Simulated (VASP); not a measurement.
# Ti in VASP: further runs, part 2 of 2

VASP 6.6.1. The steps go on from the part before.

### 4 Relaxation of cell and atoms, r2SCAN

This run uses another cell than the first one, of 17.42 Å³/atom.

POSCAR reads:

```
Ti
1.0
    0.0000000000      2.0573433213      2.0573433213
    2.0573433213      0.0000000000      2.0573433213
    2.0573433213      2.0573433213      0.0000000000
Ti
1
Direct
    0.0000000000      0.0000000000      0.0000000000
```

INCAR.step1 reads:

```
  PREC = Accurate
  ENCUT = 600
  ISMEAR = 0
  SIGMA = 0.1
  LREAL = F
  LASPH = T
  NELM = 60
  GGA = PE
  ALGO = Normal
  EDIFF = 1E-4
  LWAVE = T
  LCHARG = F
```

INCAR.step2 reads:

```
  PREC = Accurate
  ENCUT = 600
  EDIFF = 1E-7
  ISMEAR = 0
  SIGMA = 0.1
  LREAL = F
  LASPH = T
  NELM = 60
  ALGO = Normal
  ISIF = 3
  LWAVE = F
  LCHARG = F
  METAGGA = R2SCAN
  LMIXTAU = T
  IBRION = 2
  NSW = 100
  EDIFFG = -0.01
  ISTART = 1
```

KPOINTS reads:

```
regular mesh
0
Gamma
  24 24 24
```

Potentials or basis: VASP PAW PBE potentials, release 64 (Ti_sv).

Started as:

```
cat potpaw_PBE.64/Ti_sv/POTCAR > POTCAR
cp INCAR.step1 INCAR
mpirun -np 1 vasp_std > vasp.out
cp INCAR.step2 INCAR
mpirun -np 1 vasp_std > vasp.out
```

OUTCAR:

```text
PREC = Accurate
   ENCUT = 600
   EDIFF = 1E-7
   ISMEAR = 0
   LREAL = F
   LASPH = T
   NELM = 60
   ISIF = 3
   METAGGA = R2SCAN
   IBRION = 2
   NSW = 100
   EDIFFG = -0.01
   ISTART = 1

 ion  position               nearest neighbor table
   1  0.000  0.000  0.000-

  LATTYP: Found a face centered cubic cell.
 ALAT       =     4.1146866426

  Lattice vectors:

 A1 = (   0.0000000000,   2.0573433213,   2.0573433213)
[... 538 lines left out ...]
     10      11.9706      0.00000

 [... further k-points ...]

------------------------ aborting loop because EDIFF is reached ----------------------------------------

  FORCE on cell =-STRESS in cart. coord.  units (eV):
  Direction    XX          YY          ZZ          XY          YZ          ZX
  --------------------------------------------------------------------------------------
  -------------------------------------------------------------------------------------
  Total       -0.0078888     -0.0078888     -0.0078888     -0.0000000     -0.0000000      0.0000000
  in kB       -0.7246348     -0.7246348     -0.7246348     -0.0000000     -0.0000000      0.0000000
  external PRESSURE =      -0.7246348 kB  Pullay stress =       0.0000000 kB

 VOLUME and BASIS-vectors are now :
 -----------------------------------------------------------------------------
  energy-cutoff  :      600.00
  volume of cell :       17.44
      direct lattice vectors                 reciprocal lattice vectors
    -0.000000000  2.058370811  2.058370811    -0.242910557  0.242910557  0.242910557
     2.058370811 -0.000000000  2.058370811     0.242910557 -0.242910557  0.242910557
     2.058370811  2.058370811 -0.000000000     0.242910557  0.242910557 -0.242910557

 POSITION                                       TOTAL-FORCE (eV/Angst)
 -----------------------------------------------------------------------------------
      0.00000      0.00000      0.00000         0.000000     -0.000000     -0.000000
 -----------------------------------------------------------------------------------
    total drift:                               -0.000000      0.000000     -0.000000

  FREE ENERGIE OF THE ION-ELECTRON SYSTEM (eV)
  ---------------------------------------------------
  free  energy   TOTEN  =       -12.8833600078 eV

  energy  without entropy=      -12.8756227990  energy(sigma->0) =      -12.87949140

 reached required accuracy - stopping structural energy minimisation
```

OUTCAR.step1:

```text
PREC = Accurate
   ENCUT = 600
   ISMEAR = 0
   LREAL = F
   LASPH = T
[... 527 lines left out ...]

 POSITION                                       TOTAL-FORCE (eV/Angst)
 -----------------------------------------------------------------------------------
      0.00000      0.00000      0.00000         0.000000      0.000000      0.000000
 -----------------------------------------------------------------------------------
    total drift:                               -0.000000      0.000000     -0.000000

  FREE ENERGIE OF THE ION-ELECTRON SYSTEM (eV)
  ---------------------------------------------------
  free  energy   TOTEN  =        -7.7818453606 eV

  energy  without entropy=       -7.7728797882  energy(sigma->0) =       -7.77736257
```

Run time: 7.2 min. Hardware: 1 thread of Intel Xeon 8259CL, shared host; peak memory 0.23 GiB.

Results:

```
Free energy                           : -12.8834 eV
Relaxed volume                        : 17.44 Å³/atom
Relaxed cell                          : a = 2.911 Å, b = 2.911 Å, c = 2.911 Å, α = 60.00°, β = 60.00°, γ = 60.00°
Space group after relaxing (to 0.1 Å) : Fm-3m (No. 225)
Energy gained by relaxing             : 0.0 meV/atom
Ionic steps                           : 2
Pressure after relaxing               : -0.1 GPa
Band gap on the k mesh                : zero (bands 6 and 7 overlap by 1.42 eV)
```

Final structure:
```cif
data_structure
_symmetry_space_group_name_H-M 'P 1'
_symmetry_Int_Tables_number 1
_cell_length_a 2.9110
_cell_length_b 2.9110
_cell_length_c 2.9110
_cell_angle_alpha 60.000
_cell_angle_beta 60.000
_cell_angle_gamma 60.000
_cell_volume 17.44
loop_
_atom_site_label
_atom_site_type_symbol
_atom_site_fract_x
_atom_site_fract_y
_atom_site_fract_z
_atom_site_occupancy
Ti1 Ti 0.00000 0.00000 0.00000 1
```

Levels at points of the mesh, in eV from the Fermi level:
```tsv
k point	band 3	band 4	band 5	band 6	band 7	band 8	band 9	band 10
(0.00, 0.00, 0.00)	-33.86	-33.86	-6.46	1.00	1.00	1.00	2.79	2.79
(0.50, 0.00, 0.00)	-33.95	-33.95	-2.69	0.44	0.93	0.93	3.81	3.81
(0.50, 0.50, 0.00)	-34.10	-34.10	-2.63	-1.76	2.79	3.87	4.05	4.05
```

Caveat: the PAW data sets were made with another functional, which shifts forces and pressure a little.

### 5 Overview

| task | cell | k mesh | cutoff (eV) | gap on the mesh (eV) | pressure (GPa) |
| --- | --- | --- | --- | --- | --- |
| single point | a = 2.906 Å, angles 60.0°, 1 atom, atomic positions A | 24 × 24 × 24 | 520 | none | 0.4 |
| single point | a = 2.902, b = 2.902, c = 8.273 Å, angles 90.0, 90.0, 89.8°, 4 atoms, atomic positions B | 6 × 6 × 4 | 520 | none | 0.1 |
| relaxation of cell and atoms | relaxed from a = 2.910 Å, angles 60.0°, 1 atom, atomic positions A | 24 × 24 × 24 | 600 | none | -0.1 |

Alike in all rows: level r2SCAN; potentials or basis VASP PAW PBE potentials, release 64 (Ti_sv); no spin polarisation; smearing gaussian 0.1 eV.

Caveats: some runs use coarse meshes; the PAW data sets were made with another functional, which shifts forces and pressure a little.

Total energies depend on the potentials used, so only differences within one code and one set of settings carry meaning.
